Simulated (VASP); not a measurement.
# In2W (I4/mmm) in VASP: single point with PBE

Aim: the single point of In2W with PBE.

Everything below comes from runs of VASP 6.6.1. Logs are shortened: lines on timing, memory, paths and dates and some standing lists are left out, and cuts for length are marked.

## Step 1: The cell of the first run

It takes space group I4/mmm (No. 139, tetragonal). The conventional cell has a = 3.514 Å, b = 3.514 Å, c = 9.770 Å, α = 90.00°, β = 90.00°, γ = 90.00°. Within 3.8 Å of In (site symmetry 4mm) lie 5 W at 2.91 to 3.37 Å and 9 In at 3.03 to 3.51 Å. Within 3.8 Å of W (site symmetry 4/mmm) lie 10 In at 2.91 to 3.37 Å and 4 W at 3.51 Å.

## Step 2: Single point, PBE

Contents of INCAR:

```
PREC = Accurate ; ENCUT = 520
EDIFF = 1E-7 ; ISMEAR = 0
SIGMA = 0.1 ; LREAL = F
LASPH = T ; NELM = 80
ALGO = Fast ; ISIF = 2
LWAVE = F ; LCHARG = F
GGA = PE ; NBANDS = 27
```

Contents of KPOINTS:

```
Automatic mesh
0
Gamma
  18 18 18
```

Contents of POSCAR:

```
In2W
1.0
   -1.7569923534      1.7569923534      4.8848023711
    1.7569923534     -1.7569923534      4.8848023711
    1.7569923534      1.7569923534     -4.8848023711
In W
2 1
Direct
    0.6552185698      0.6552185698      0.0000000000
    0.3447814302      0.3447814302      0.0000000000
    0.0000000000      0.0000000000      0.0000000000
```

Potentials or basis: VASP PAW PBE potentials, release 64 (In_d, W_sv).

The run is started by

```
> cat potpaw_PBE.64/In_d/POTCAR potpaw_PBE.64/W_sv/POTCAR > POTCAR
> mpirun -np 1 vasp_std > vasp.out
```

OUTCAR:

```text
PREC = Accurate
   ENCUT = 520
   EDIFF = 1E-7
   ISMEAR = 0
   LREAL = F
   LASPH = T
   NELM = 80
   ISIF = 2
   GGA = PE

 ion  position               nearest neighbor table
   1  0.655  0.655  0.000-   3 2.91   3 2.91   3 2.91   3 2.91   2 3.03   2 3.10   2 3.10   2 3.10
                             2 3.10   3 3.37
   2  0.345  0.345  0.000-   3 2.91   3 2.91   3 2.91   3 2.91   1 3.03   1 3.10   1 3.10   1 3.10
                             1 3.10   3 3.37
   3  0.000  0.000  0.000-   1 2.91   1 2.91   2 2.91   1 2.91   2 2.91   2 2.91   1 2.91   2 2.91
                             1 3.37   2 3.37

  LATTYP: Found a body centered tetragonal cell.
 ALAT       =     3.5139847068
 C/A-ratio  =     2.7802069609

  Lattice vectors:

 A1 = (  -1.7569923534,   1.7569923534,   4.8848023711)
 A2 = (   1.7569923534,  -1.7569923534,   4.8848023711)
 A3 = (   1.7569923534,   1.7569923534,  -4.8848023711)

Analysis of symmetry for initial positions (statically):
=====================================================================
 Subroutine PRICEL returns:
 Original cell was already a primitive cell.

 Routine SETGRP: Setting up the symmetry group for a
 body centered tetragonal supercell.

 Subroutine GETGRP returns: Found 16 space group operations
 (whereof 16 operations were pure point group operations)
 out of a pool of 16 trial point group operations.

The static configuration has the point symmetry D_4h.

Analysis of symmetry for dynamics (positions and initial velocities):
=====================================================================
 Subroutine PRICEL returns:
 Original cell was already a primitive cell.

 Routine SETGRP: Setting up the symmetry group for a
 body centered tetragonal supercell.

 Subroutine GETGRP returns: Found 16 space group operations
 (whereof 16 operations were pure point group operations)
 out of a pool of 16 trial point group operations.

The dynamic configuration has the point symmetry D_4h.

 Subroutine INISYM returns: Found 16 space group operations
 (whereof 16 operations are pure point group operations),
 and found     1 'primitive' translations

----------------------------------------------------------------------------------------

                                     Primitive cell

  volume of cell :      60.3180

  direct lattice vectors                    reciprocal lattice vectors
    -1.756992353  1.756992353  4.884802371     0.000000000  0.284577220  0.102358286
     1.756992353 -1.756992353  4.884802371     0.284577220  0.000000000  0.102358286
     1.756992353  1.756992353 -4.884802371     0.284577220  0.284577220  0.000000000

  length of vectors
     5.480450571  5.480450571  5.480450571     0.302425880  0.302425880  0.402452964

  position of ions in fractional coordinates (direct lattice)
     0.655218570  0.655218570  0.000000000
     0.344781430  0.344781430  0.000000000
     0.000000000  0.000000000  0.000000000

  ion indices of the primitive-cell ions
   primitive index   ion index
                 1           1
                 2           2
                 3           3

----------------------------------------------------------------------------------------

 KPOINTS: Automatic mesh

Automatic generation of k-mesh.
 Grid dimensions read from file:
 generate k-points for:   18   18   18

 Generating k-lattice:

  Cartesian coordinates                     Fractional coordinates (reciprocal lattice)
     0.000000000  0.015809846  0.005686571     0.055555556  0.000000000  0.000000000
     0.015809846  0.000000000  0.005686571     0.000000000  0.055555556  0.000000000
     0.015809846  0.015809846  0.000000000     0.000000000  0.000000000  0.055555556

  Length of vectors
     0.016801438  0.016801438  0.022358498

  Shift w.r.t. Gamma in fractional coordinates (k-lattice)
     0.000000000  0.000000000  0.000000000

 Subroutine IBZKPT returns following result:
 ===========================================

 Found    480 irreducible k-points:

 Following reciprocal coordinates:
            Coordinates               Weight
  0.000000  0.000000  0.000000      1.000000
  0.055556 -0.000000  0.000000      8.000000
  0.111111 -0.000000  0.000000      8.000000
  0.166667 -0.000000  0.000000      8.000000
  0.222222  0.000000  0.000000      8.000000
  0.277778  0.000000  0.000000      8.000000
[... 16 lines left out ...]
 -0.277778  0.055556  0.000000     16.000000
 -0.222222  0.055556  0.000000     16.000000
 [... further k-points ...]
   k-points           NKPTS =    480   k-points in BZ     NKDIM =    480   number of bands    NBANDS=     27
   number of dos      NEDOS =    301   number of ions     NIONS =      3
   total plane-waves  NPLWV =  74088
   dimension x,y,z NGX =    42 NGY =   42 NGZ =   42
   dimension x,y,z NGXF=    84 NGYF=   84 NGZF=   84
   ions per type =               2   1
   NGX,Y,Z   is equivalent  to a cutoff of  12.74, 12.74, 12.74 a.u.
   NGXF,Y,Z  is equivalent  to a cutoff of  25.48, 25.48, 25.48 a.u.
 SYSTEM =  unknown system
   PREC   = accura    normal or accurate (medium, high low for compatibility)
   ISTART =      0    job   : 0-new  1-cont  2-samecut
   ICHARG =      2    charge: 1-file 2-atom 10-const
   ISPIN  =      1    spin polarized calculation?
   LNONCOLLINEAR =      F non collinear calculations
   LSORBIT =      F    spin-orbit coupling
   LASPH  =      T    aspherical Exc in radial PAW
   ENCUT  =  520.0 eV  38.22 Ry    6.18 a.u.  10.19 10.19 10.19*2*pi/ulx,y,z
   NELM   =     80;   NELMIN=  2; NELMDL= -5     # of ELM steps
   EDIFF  = 0.1E-06   stopping-criterion for ELM
   LREAL  =      F    real-space projection
   EDIFFG = 0.1E-05   stopping-criterion for IOM
   NSW    =      0    number of steps for IOM
   IBRION =     -1    ionic relax: 0-MD 1-quasi-New 2-CG
   NFREE  =      0    steps in history (QN), initial steepest desc. (CG)
   ISIF   =      2    stress and relaxation
   ISYM   =      2    0-nonsym 1-usesym 2-fastsym
   POTIM  = 0.5000    time-step for ionic-motion
   TEBEG  =    0.0;   TEEND  =   0.0 temperature during run
   PSTRESS=    0.0 pullay stress
   NELECT =      40.0000    total number of electrons
   NUPDOWN=      -1.0000    fix difference up-down
   EMIN   =  10.00;   EMAX   =-10.00  energy-range for DOS
   EFERMI =   0.00;   METHOD = LEGACY
   ISMEAR =     0;   SIGMA  =   0.10  broadening in eV -4-tet -1-fermi 0-gaus
   EFERMI_NEDOS =   21; number of points for ismear=-14 and -15
   IALGO  =     68    algorithm
   IMIX   =      4    mixing-type and parameters
     AMIX     =   0.40;   BMIX     =  1.00
     AMIX_MAG =   1.60;   BMIX_MAG =  1.00
  volume/ion in A,a.u.               =      20.11       135.68
  Fermi-wavevector in a.u.,A,eV,Ry     =   1.427620  2.697810 27.730013  2.038098
  Thomas-Fermi vector in A             =   2.547770
   LORBIT       =      0    0 simple, 1 ext, 2 COOP (PROOUT), +10 PAW based schemes
   GGA     = PE    functional components
   LHFCALC =     F    Hartree Fock is set to
   AEXX    =    0.0000 exact exchange contribution
   IVDW    =     0    specifies the selected vdW correction
   LEPSILON=     F    determine dielectric tensor
   LRPA    =     F    only Hartree local field effects (RPA)
 non-spin polarized calculation
 RMM-DIIS sequential band-by-band and
 Gauss-broadening in eV      SIGMA  =   0.10
  energy-cutoff  :      520.00
  volume of cell :       60.32
 maximum number of plane-waves:      1661
 NGX is ok and might be reduce to    42
   NGX = 21   NGY = 21   NGZ = 21

 number of electron      40.0000003 magnetization

 Free energy of the ion-electron system (eV)
  ---------------------------------------------------
  ext. energy  EPLUGINS =         0.00000000
  ---------------------------------------------------
  free energy    TOTEN  =       -15.84377427 eV

  energy without entropy =      -15.83251656  energy(sigma->0) =      -15.83814542

 E-fermi :   9.4002     XC(G=0): -11.8139

 val. band max:        9.3987725819   @ k =  -0.2222  -0.3333   0.2222
 cond. band min:       9.4002502503   @ k =  -0.2778  -0.3333   0.2778
 fundamental gap:      0.0014776684
 Fermi energy:         9.4001686981

 k-point     1 :       0.0000    0.0000    0.0000
  band No.  band energies     occupation
      1     -64.3507      2.00000
      2     -28.5947      2.00000
      3     -28.4749      2.00000
      4     -28.4749      2.00000
      5      -4.9010      2.00000
      6      -4.7459      2.00000
[... 19 lines left out ...]
     26      16.0234      0.00000
     27      16.0234      0.00000

 k-point     2 :       0.0556   -0.0000    0.0000
  band No.  band energies     occupation
      1     -64.3507      2.00000
      2     -28.5945      2.00000
      3     -28.4771      2.00000
      4     -28.4747      2.00000
      5      -4.8967      2.00000
      6      -4.7518      2.00000
[... 19 lines left out ...]
     26      16.1122      0.00000
     27      16.2033      0.00000

 k-point     3 :       0.1111   -0.0000    0.0000
  band No.  band energies     occupation
      1     -64.3505      2.00000
      2     -28.5939      2.00000
      3     -28.4833      2.00000
      4     -28.4742      2.00000
      5      -4.8857      2.00000
      6      -4.7718      2.00000
[... 19 lines left out ...]
     26      16.3389      0.00000
     27      16.3821      0.00000

 k-point     4 :       0.1667   -0.0000    0.0000
  band No.  band energies     occupation
      1     -64.3503      2.00000
      2     -28.5930      2.00000
      3     -28.4928      2.00000
      4     -28.4735      2.00000
      5      -4.8732      2.00000
      6      -4.7858      2.00000
[... 19 lines left out ...]
     26      16.5348      0.00000
     27      16.8118      0.00000

 k-point     5 :       0.2222    0.0000    0.0000
  band No.  band energies     occupation
      1     -64.3500      2.00000
      2     -28.5918      2.00000
      3     -28.5044      2.00000
      4     -28.4725      2.00000
      5      -4.8664      2.00000
      6      -4.7982      2.00000
[... 19 lines left out ...]
     26      16.7980      0.00000
     27      17.3385      0.00000

 k-point     6 :       0.2778    0.0000    0.0000
  band No.  band energies     occupation
      1     -64.3497      2.00000
      2     -28.5906      2.00000
      3     -28.5167      2.00000
      4     -28.4715      2.00000
      5      -4.8678      2.00000
      6      -4.8226      2.00000
[... 444 lines left out ...]
      1     -64.3491      2.00000
      2     -28.5884      2.00000
      3     -28.5375      2.00000
      4     -28.4719      2.00000
      5      -4.8936      2.00000
      6      -4.8727      2.00000
[... 19 lines left out ...]
     26      17.5419      0.00000
     27      18.3946      0.00000

 k-point    22 :      -0.3333    0.0556   -0.0000
  band No.  band energies     occupation
      1     -64.3494      2.00000
      2     -28.5893      2.00000
      3     -28.5281      2.00000
      4     -28.4727      2.00000
      5      -4.8707      2.00000
      6      -4.8590      2.00000
[... 19 lines left out ...]
     26      17.7277      0.00000
     27      17.8765      0.00000

 k-point    23 :      -0.2778    0.0556    0.0000
  band No.  band energies     occupation
      1     -64.3496      2.00000
      2     -28.5904      2.00000
      3     -28.5165      2.00000
      4     -28.4737      2.00000
      5      -4.8547      2.00000
      6      -4.8412      2.00000
[... 19 lines left out ...]
     26      17.1959      0.00000
     27      17.7417      0.00000

 k-point    24 :      -0.2222    0.0556    0.0000
  band No.  band energies     occupation
      1     -64.3499      2.00000
      2     -28.5916      2.00000
      3     -28.5042      2.00000
      4     -28.4747      2.00000
      5      -4.8557      2.00000
      6      -4.8135      2.00000
[... 19 lines left out ...]
     26      16.5736      0.00000
     27      17.5780      0.00000

 [... further k-points ...]

------------------------ aborting loop because EDIFF is reached ----------------------------------------

  FORCE on cell =-STRESS in cart. coord.  units (eV):
  Direction    XX          YY          ZZ          XY          YZ          ZX
  --------------------------------------------------------------------------------------
  -------------------------------------------------------------------------------------
  Total        0.0355844      0.0355844      0.0108872      0.0000000     -0.0000000     -0.0000000
  in kB        0.9451993      0.9451993      0.2891885      0.0000000     -0.0000000     -0.0000000
  external PRESSURE =       0.7265290 kB  Pullay stress =       0.0000000 kB

 VOLUME and BASIS-vectors are now :
 -----------------------------------------------------------------------------
  energy-cutoff  :      520.00
  volume of cell :       60.32
      direct lattice vectors                 reciprocal lattice vectors
    -1.756992353  1.756992353  4.884802371     0.000000000  0.284577220  0.102358286
     1.756992353 -1.756992353  4.884802371     0.284577220  0.000000000  0.102358286
     1.756992353  1.756992353 -4.884802371     0.284577220  0.284577220  0.000000000

 POSITION                                       TOTAL-FORCE (eV/Angst)
 -----------------------------------------------------------------------------------
      0.00000      0.00000      6.40123        -0.000000     -0.000000      0.004548
      0.00000      0.00000      3.36838         0.000000      0.000000     -0.004548
      0.00000      0.00000      0.00000        -0.000000     -0.000000     -0.000000
 -----------------------------------------------------------------------------------
    total drift:                                0.000000      0.000000     -0.000000

  FREE ENERGIE OF THE ION-ELECTRON SYSTEM (eV)
  ---------------------------------------------------
  free  energy   TOTEN  =       -15.8437742715 eV

  energy  without entropy=      -15.8325165610  energy(sigma->0) =      -15.83814542
```

Wall time 24 min (1 thread of AMD EPYC 9R45 (Zen 5), shared host); peak memory 0.78 GiB.

What came out:

| Property | Result |
| --- | --- |
| Free energy | -15.8438 eV |
| Pressure | 0.1 GPa |
| Largest force | 0.005 eV/Å |
| Band gap on the k mesh | zero (bands 20 and 21 overlap by 0.82 eV) |

Forces in eV/Å, atoms in the order of the input:
```
In   0.000  0.000  0.005
In   0.000  0.000 -0.005
W    0.000  0.000  0.000
```

Caveat: spin-orbit coupling is left out, which moves the levels of the heavy elements.
